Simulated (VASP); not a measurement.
# CdF3 (Im-3m) in VASP: notebook

The runs below take CdF3 through single point, with PBE.

All numbers are computed with VASP 6.6.1; they aren't measurements. Logs are shortened: lines on timing, memory, paths and dates and some standing lists are left out, and cuts for length are marked.

## (1) The cell of the first run

Symmetry: Im-3m, No. 229, cubic system. The conventional cell has a = 5.053 Å, b = 5.053 Å, c = 5.053 Å, α = 90.00°, β = 90.00°, γ = 90.00°. Within 3.3 Å of Cd (site symmetry m-3m) lie 6 F at 2.53 Å. F (site symmetry 4/mmm) has 2 Cd at 2.53 Å and 4 F at 2.53 Å within 3.3 Å.

## (2) Single point, PBE

INCAR reads:

```
PREC = Accurate
ENCUT = 520
EDIFF = 1E-6
ISMEAR = 0
SIGMA = 0.1
LREAL = F
LASPH = T
NELM = 80
ALGO = Normal
ISIF = 2
LWAVE = F
LCHARG = T
GGA = PE
LELF = T
LVHAR = T
NBANDS = 24
```

KPOINTS reads:

```
Automatic mesh
0
Gamma
  6 6 6
```

POSCAR reads:

```
CdF3
1.0
   -2.5264718100      2.5264718100      2.5264718100
    2.5264718100     -2.5264718100      2.5264718100
    2.5264718100      2.5264718100     -2.5264718100
Cd F
1 3
Direct
    0.0000000000      0.0000000000      0.0000000000
    0.0000000000      0.5000000000      0.5000000000
    0.5000000000      0.0000000000      0.5000000000
    0.5000000000      0.5000000000      0.0000000000
```

Potentials or basis: VASP PAW PBE potentials, release 64 (Cd, F).

Run with:

```
$ cat potpaw_PBE.64/Cd/POTCAR potpaw_PBE.64/F/POTCAR > POTCAR
$ mpirun -np 1 vasp_std > vasp.out
```

OUTCAR:

```text
PREC = Accurate
   ENCUT = 520
   EDIFF = 1E-6
   ISMEAR = 0
   LREAL = F
   LASPH = T
   NELM = 80
   ISIF = 2
   GGA = PE

 ion  position               nearest neighbor table
   1  0.000  0.000  0.000-   2 2.53   3 2.53   4 2.53   2 2.53   3 2.53   4 2.53
   2  0.000  0.500  0.500-   1 2.53   1 2.53
   3  0.500  0.000  0.500-   1 2.53   1 2.53
   4  0.500  0.500  0.000-   1 2.53   1 2.53

  LATTYP: Found a body centered cubic cell.
 ALAT       =     5.0529436200

  Lattice vectors:

 A1 = (  -2.5264718100,   2.5264718100,   2.5264718100)
 A2 = (   2.5264718100,  -2.5264718100,   2.5264718100)
 A3 = (   2.5264718100,   2.5264718100,  -2.5264718100)

Analysis of symmetry for initial positions (statically):
=====================================================================
 Subroutine PRICEL returns:
 Original cell was already a primitive cell.

 Routine SETGRP: Setting up the symmetry group for a
 body centered cubic supercell.

 Subroutine GETGRP returns: Found 48 space group operations
 (whereof 48 operations were pure point group operations)
 out of a pool of 48 trial point group operations.

The static configuration has the point symmetry O_h .

Analysis of symmetry for dynamics (positions and initial velocities):
=====================================================================
 Subroutine PRICEL returns:
 Original cell was already a primitive cell.

 Routine SETGRP: Setting up the symmetry group for a
 body centered cubic supercell.

 Subroutine GETGRP returns: Found 48 space group operations
 (whereof 48 operations were pure point group operations)
 out of a pool of 48 trial point group operations.

The dynamic configuration has the point symmetry O_h .

 Subroutine INISYM returns: Found 48 space group operations
 (whereof 48 operations are pure point group operations),
 and found     1 'primitive' translations

----------------------------------------------------------------------------------------

                                     Primitive cell

  volume of cell :      64.5065

  direct lattice vectors                    reciprocal lattice vectors
[... 77 lines left out ...]
   LNONCOLLINEAR =      F non collinear calculations
   LSORBIT =      F    spin-orbit coupling
   LASPH  =      T    aspherical Exc in radial PAW
   ENCUT  =  520.0 eV  38.22 Ry    6.18 a.u.   8.14  8.14  8.14*2*pi/ulx,y,z
   NELM   =     80;   NELMIN=  2; NELMDL= -5     # of ELM steps
   EDIFF  = 0.1E-05   stopping-criterion for ELM
   LREAL  =      F    real-space projection
   EDIFFG = 0.1E-04   stopping-criterion for IOM
   NSW    =      0    number of steps for IOM
   IBRION =     -1    ionic relax: 0-MD 1-quasi-New 2-CG
   NFREE  =      0    steps in history (QN), initial steepest desc. (CG)
   ISIF   =      2    stress and relaxation
   ISYM   =      2    0-nonsym 1-usesym 2-fastsym
   POTIM  = 0.5000    time-step for ionic-motion
   TEBEG  =    0.0;   TEEND  =   0.0 temperature during run
   PSTRESS=    0.0 pullay stress
   NELECT =      33.0000    total number of electrons
   NUPDOWN=      -1.0000    fix difference up-down
   EMIN   =  10.00;   EMAX   =-10.00  energy-range for DOS
   EFERMI =   0.00;   METHOD = LEGACY
   ISMEAR =     0;   SIGMA  =   0.10  broadening in eV -4-tet -1-fermi 0-gaus
   EFERMI_NEDOS =   21; number of points for ismear=-14 and -15
   IALGO  =     38    algorithm
   IMIX   =      4    mixing-type and parameters
     AMIX     =   0.40;   BMIX     =  1.00
     AMIX_MAG =   1.60;   BMIX_MAG =  1.00
  volume/ion in A,a.u.               =      16.13       108.83
  Fermi-wavevector in a.u.,A,eV,Ry     =   1.309318  2.474252 23.324641  1.714313
  Thomas-Fermi vector in A             =   2.439925
   LORBIT       =      0    0 simple, 1 ext, 2 COOP (PROOUT), +10 PAW based schemes
   GGA     = PE    functional components
   LHFCALC =     F    Hartree Fock is set to
   AEXX    =    0.0000 exact exchange contribution
   IVDW    =     0    specifies the selected vdW correction
   LEPSILON=     F    determine dielectric tensor
   LRPA    =     F    only Hartree local field effects (RPA)
 non-spin polarized calculation
 Gauss-broadening in eV      SIGMA  =   0.10
  energy-cutoff  :      520.00
  volume of cell :       64.51
 maximum number of plane-waves:      1755
 NGX is ok and might be reduce to    36
   NGX = 17   NGY = 17   NGZ = 17

 number of electron      33.0000012 magnetization

 Free energy of the ion-electron system (eV)
  ---------------------------------------------------
  ext. energy  EPLUGINS =         0.00000000
  ---------------------------------------------------
  free energy    TOTEN  =       -10.82245459 eV

  energy without entropy =      -10.78566745  energy(sigma->0) =      -10.80406102

 E-fermi :  -2.7099     XC(G=0):  -9.0465

 val. band max:       -2.7851389029   @ k =  -0.3333   0.5000   0.1667
 cond. band min:      -2.6587369284   @ k =   0.0000   0.0000   0.0000
 fundamental gap:      0.1264019745
 Fermi energy:        -2.7099269689

 k-point     1 :       0.0000    0.0000    0.0000
  band No.  band energies     occupation
      1     -23.1812      2.00000
      2     -22.4220      2.00000
      3     -22.4220      2.00000
      4      -8.7761      2.00000
      5      -8.7761      2.00000
      6      -8.7761      2.00000
[... 421 lines left out ...]
     23      12.2864      0.00000
     24      15.4098      0.00000

------------------------ aborting loop because EDIFF is reached ----------------------------------------

  FORCE on cell =-STRESS in cart. coord.  units (eV):
  Direction    XX          YY          ZZ          XY          YZ          ZX
  --------------------------------------------------------------------------------------
  -------------------------------------------------------------------------------------
  Total       -4.1826591     -4.1826591     -4.1826591      0.0000000      0.0000000      0.0000000
  in kB     -103.8866364   -103.8866364   -103.8866364      0.0000000      0.0000000      0.0000000
  external PRESSURE =    -103.8866364 kB  Pullay stress =       0.0000000 kB

 VOLUME and BASIS-vectors are now :
 -----------------------------------------------------------------------------
  energy-cutoff  :      520.00
  volume of cell :       64.51
      direct lattice vectors                 reciprocal lattice vectors
    -2.526471810  2.526471810  2.526471810     0.000000000  0.197904444  0.197904444
     2.526471810 -2.526471810  2.526471810     0.197904444  0.000000000  0.197904444
     2.526471810  2.526471810 -2.526471810     0.197904444  0.197904444  0.000000000

 POSITION                                       TOTAL-FORCE (eV/Angst)
 -----------------------------------------------------------------------------------
      0.00000      0.00000      0.00000        -0.000000      0.000000     -0.000000
      2.52647      0.00000      0.00000        -0.000000     -0.000000     -0.000000
      0.00000      2.52647      0.00000         0.000000      0.000000      0.000000
      0.00000      0.00000      2.52647         0.000000     -0.000000      0.000000
 -----------------------------------------------------------------------------------
    total drift:                                0.000000      0.000000     -0.000000

  FREE ENERGIE OF THE ION-ELECTRON SYSTEM (eV)
  ---------------------------------------------------
  free  energy   TOTEN  =       -10.8224545943 eV

  energy  without entropy=      -10.7856674537  energy(sigma->0) =      -10.80406102
```

OSZICAR:

```text
N       E                     dE             d eps       ncg     rms          rms(c)
DAV:   1     0.246043962977E+03    0.24604E+03   -0.18136E+04   776   0.131E+03
DAV:   2    -0.103435582942E+01   -0.24708E+03   -0.23052E+03   864   0.340E+02
DAV:   3    -0.131313064211E+02   -0.12097E+02   -0.11774E+02   912   0.812E+01
DAV:   4    -0.131943021663E+02   -0.62996E-01   -0.62988E-01   880   0.614E+00
DAV:   5    -0.131945721171E+02   -0.26995E-03   -0.26995E-03   944   0.368E-01    0.900E+00
DAV:   6    -0.109762454132E+02    0.22183E+01   -0.86767E+00  1024   0.566E+01    0.801E+00
DAV:   7    -0.108892314990E+02    0.87014E-01   -0.14262E+00   784   0.105E+01    0.333E+00
DAV:   8    -0.108329237790E+02    0.56308E-01   -0.30561E-01   848   0.525E+00    0.732E-01
DAV:   9    -0.108213403749E+02    0.11583E-01   -0.26312E-02   832   0.158E+00    0.362E-01
DAV:  10    -0.108220911547E+02   -0.75078E-03   -0.41557E-03   816   0.500E-01    0.197E-01
DAV:  11    -0.108224198413E+02   -0.32869E-03   -0.13764E-03   792   0.301E-01    0.300E-02
DAV:  12    -0.108224524758E+02   -0.32635E-04   -0.62739E-05   896   0.709E-02    0.137E-02
DAV:  13    -0.108224544018E+02   -0.19259E-05   -0.62332E-06   880   0.180E-02    0.684E-03
DAV:  14    -0.108224545943E+02   -0.19257E-06   -0.30700E-06   712   0.154E-02
   1 F= -.10822455E+02 E0= -.10804061E+02  d E =-.367871E-01
```

stdout:

```text
POSCAR found type information on POSCAR CdF
 POSCAR found :  2 types and       4 ions
 scaLAPACK will be used
 LDA part: xc-table for (Slater+PW92), standard interpolation
 POSCAR, INCAR and KPOINTS ok, starting setup
 FFT: planning ... GRIDC
 FFT: planning ... GRID_SOFT
 FFT: planning ... GRID
 WAVECAR not read
 entering main loop
```

Wall time 48 s (1 thread of Intel Xeon 8259CL, shared host); peak memory 0.21 GiB.

Results:

* Free energy: -10.8225 eV
* Pressure: -10.4 GPa

Levels at points of the mesh, in eV from the Fermi level:
| k point | band 13 | band 14 | band 15 | band 16 | band 17 | band 18 | band 19 | band 20 |
| --- | --- | --- | --- | --- | --- | --- | --- | --- |
| (0.00, 0.00, 0.00) | -1.97 | -1.97 | 0.05 | 0.05 | 0.05 | 1.50 | 12.09 | 12.09 |
| (0.50, 0.00, 0.00) | -1.21 | -1.15 | -1.15 | -0.84 | 0.08 | 4.41 | 7.39 | 9.80 |
| (0.50, 0.50, 0.50) | -1.54 | -1.54 | 0.08 | 0.08 | 0.08 | 3.12 | 9.55 | 9.55 |

Caveat: an odd number of electrons without spin polarisation forces a metal; a magnetic or distorted state may lie lower.

## (3) Single point, PBE, collinear spin, ferromagnetic start

This run uses another cell than the first one, of 12.93 Å³/atom, 0.802 times its volume.

INCAR reads:

```
SYSTEM = CdF3
PREC     = Accurate       ! precision mode
ENCUT    = 520            ! plane-wave cutoff, eV
EDIFF    = 1E-6           ! SCF threshold, eV
ISMEAR   = 0              ! smearing method
SIGMA    = 0.1            ! smearing width, eV
LREAL    = .FALSE.        ! projectors in reciprocal space
LASPH    = .TRUE.         ! aspherical terms in the spheres
NELM     = 150            ! most SCF steps
ALGO     = Normal         ! electronic algorithm
ISIF     = 2              ! what is computed and relaxed
LWAVE    = .FALSE.        ! write WAVECAR
LCHARG   = .FALSE.        ! write CHGCAR
ISPIN    = 2              ! spin polarisation
MAGMOM   = 0 1 1 1        ! initial moments
LORBIT   = 11             ! projections on sites
GGA      = PE             ! functional
NBANDS   = 28             ! bands
```

KPOINTS reads:

```
Automatic mesh
0
G
  6 6 6
  0 0 0
```

POSCAR reads:

```
CdF3
1.0
   -2.3470195176      2.3470195176      2.3470195176
    2.3470195176     -2.3470195176      2.3470195176
    2.3470195176      2.3470195176     -2.3470195176
Cd F
1 3
Direct
    0.0000000000      0.0000000000      0.0000000000
    0.0000000000      0.5000000000      0.5000000000
    0.5000000000      0.0000000000      0.5000000000
    0.5000000000      0.5000000000      0.0000000000
```

Potentials or basis: VASP PAW PBE potentials, release 64 (Cd, F).

Run with:

```
$ cat potpaw_PBE.64/Cd/POTCAR potpaw_PBE.64/F/POTCAR > POTCAR
$ mpirun -np 1 vasp_std > vasp.out
```

OUTCAR:

```text
SYSTEM = CdF3
   PREC = Accurate
   ENCUT = 520
   EDIFF = 1E-6
   ISMEAR = 0
   LREAL = .FALSE.
   LASPH = .TRUE.
   NELM = 150
   ISIF = 2
   ISPIN = 2
   LORBIT = 11
   GGA = PE

 ion  position               nearest neighbor table
   1  0.000  0.000  0.000-   2 2.35   3 2.35   4 2.35   2 2.35   3 2.35   4 2.35
   2  0.000  0.500  0.500-   1 2.35   1 2.35
   3  0.500  0.000  0.500-   1 2.35   1 2.35
   4  0.500  0.500  0.000-   1 2.35   1 2.35

  LATTYP: Found a body centered cubic cell.
 ALAT       =     4.6940390352

  Lattice vectors:

 A1 = (  -2.3470195176,   2.3470195176,   2.3470195176)
 A2 = (   2.3470195176,  -2.3470195176,   2.3470195176)
 A3 = (   2.3470195176,   2.3470195176,  -2.3470195176)

Analysis of symmetry for initial positions (statically):
=====================================================================
 Subroutine PRICEL returns:
 Original cell was already a primitive cell.

 Routine SETGRP: Setting up the symmetry group for a
 body centered cubic supercell.

 Subroutine GETGRP returns: Found 48 space group operations
 (whereof 48 operations were pure point group operations)
 out of a pool of 48 trial point group operations.

[... 1180 lines left out ...]
  -------------------------------------------------------------------------------------
  Total        0.0280392      0.0280392      0.0280392      0.0000000      0.0000000     -0.0000000
  in kB        0.8686935      0.8686935      0.8686935      0.0000000      0.0000000     -0.0000000
  external PRESSURE =       0.8686935 kB  Pullay stress =       0.0000000 kB

 VOLUME and BASIS-vectors are now :
 -----------------------------------------------------------------------------
  energy-cutoff  :      520.00
  volume of cell :       51.71
      direct lattice vectors                 reciprocal lattice vectors
    -2.347019518  2.347019518  2.347019518     0.000000000  0.213036149  0.213036149
     2.347019518 -2.347019518  2.347019518     0.213036149  0.000000000  0.213036149
     2.347019518  2.347019518 -2.347019518     0.213036149  0.213036149  0.000000000

 POSITION                                       TOTAL-FORCE (eV/Angst)
 -----------------------------------------------------------------------------------
      0.00000      0.00000      0.00000        -0.000000      0.000000      0.000000
      2.34702      0.00000      0.00000         0.000000      0.000000      0.000000
      0.00000      2.34702      0.00000        -0.000000     -0.000000      0.000000
      0.00000      0.00000      2.34702         0.000000     -0.000000     -0.000000
 -----------------------------------------------------------------------------------
    total drift:                                0.000000     -0.000000      0.000000

  FREE ENERGIE OF THE ION-ELECTRON SYSTEM (eV)
  ---------------------------------------------------
  free  energy   TOTEN  =       -11.4244853517 eV

  energy  without entropy=      -11.3997212150  energy(sigma->0) =      -11.41210328

 total charge

# of ion       s       p       d       tot
------------------------------------------
    1        0.212   0.154   9.665  10.030
    2        1.751   4.223   0.000   5.973
    3        1.751   4.223   0.000   5.973
    4        1.751   4.223   0.000   5.973
--------------------------------------------------
tot          5.464  12.822   9.665  27.950

 magnetization (x)

# of ion       s       p       d       tot
------------------------------------------
    1       -0.007  -0.004   0.001  -0.010
    2        0.002   0.318   0.000   0.319
    3        0.002   0.318   0.000   0.319
    4        0.002   0.318   0.000   0.319
--------------------------------------------------
tot         -0.002   0.949   0.001   0.947
```

OSZICAR:

```text
N       E                     dE             d eps       ncg     rms          rms(c)
DAV:   1     0.250233594470E+03    0.25023E+03   -0.18887E+04  1848   0.119E+03
DAV:   2    -0.124542353324E+01   -0.25148E+03   -0.23364E+03  1956   0.321E+02
DAV:   3    -0.126541955031E+02   -0.11409E+02   -0.11279E+02  2072   0.727E+01
DAV:   4    -0.127053172990E+02   -0.51122E-01   -0.51114E-01  2008   0.517E+00
DAV:   5    -0.127054915536E+02   -0.17425E-03   -0.17425E-03  2024   0.269E-01    0.118E+01
DAV:   6    -0.113711080576E+02    0.13344E+01   -0.32268E+00  2180   0.335E+01    0.783E+00
DAV:   7    -0.114538636717E+02   -0.82756E-01   -0.89873E-01  1864   0.688E+00    0.378E+00
DAV:   8    -0.114169875148E+02    0.36876E-01   -0.10414E-01  1876   0.281E+00    0.126E+00
DAV:   9    -0.114224580280E+02   -0.54705E-02   -0.13581E-02  1828   0.124E+00    0.475E-01
DAV:  10    -0.114239627157E+02   -0.15047E-02   -0.31151E-03  1960   0.464E-01    0.169E-01
DAV:  11    -0.114243808968E+02   -0.41818E-03   -0.51878E-04  1872   0.212E-01    0.769E-02
DAV:  12    -0.114244761263E+02   -0.95229E-04   -0.13519E-04  1860   0.969E-02    0.396E-02
DAV:  13    -0.114244833696E+02   -0.72434E-05   -0.10045E-05  1916   0.311E-02    0.178E-02
DAV:  14    -0.114244847802E+02   -0.14106E-05   -0.18810E-06  1728   0.144E-02    0.120E-02
DAV:  15    -0.114244853517E+02   -0.57154E-06   -0.11777E-06  1456   0.133E-02
   1 F= -.11424485E+02 E0= -.11412103E+02  d E =-.247641E-01  mag=     0.9999
```

Wall time 72 s (1 thread of Intel Xeon 8259CL, shared host); peak memory 0.2 GiB.

What came out:

* Free energy: -11.4245 eV
* Pressure: 0.1 GPa
* Band gap on the k mesh: zero (filled and empty bands overlap)
* Net moment: 1.00 μB per cell
* Site moments: Cd -0.01; F +0.32 μB
* Valence electrons inside the program's atomic spheres: Cd 10.03; F 5.97

Levels at points of the mesh, in eV from the Fermi level:
Spin up:
```csv
k point,band 14,band 15,band 16,band 17,band 18,band 19,band 20,band 21
"(0.00, 0.00, 0.00)",-2.99,-0.59,-0.59,-0.59,1.87,13.59,13.59,13.59
"(0.50, 0.00, 0.00)",-2.11,-2.05,-1.20,-0.54,5.57,7.95,10.55,12.02
"(0.50, 0.50, 0.50)",-2.52,-0.55,-0.55,-0.55,4.09,10.51,10.51,10.51
```
Spin down:
```
           k point  band 13  band 14  band 15  band 16  band 17  band 18  band 19  band 20
(0.00, 0.00, 0.00)    -2.74    -2.74     0.22     0.22     0.22     1.91    13.59    13.59
(0.50, 0.00, 0.00)    -1.51    -1.45    -1.40    -0.89     0.27     5.69     8.07    10.58
(0.50, 0.50, 0.50)    -2.09    -2.09     0.26     0.26     0.26     4.10    10.67    10.67
```
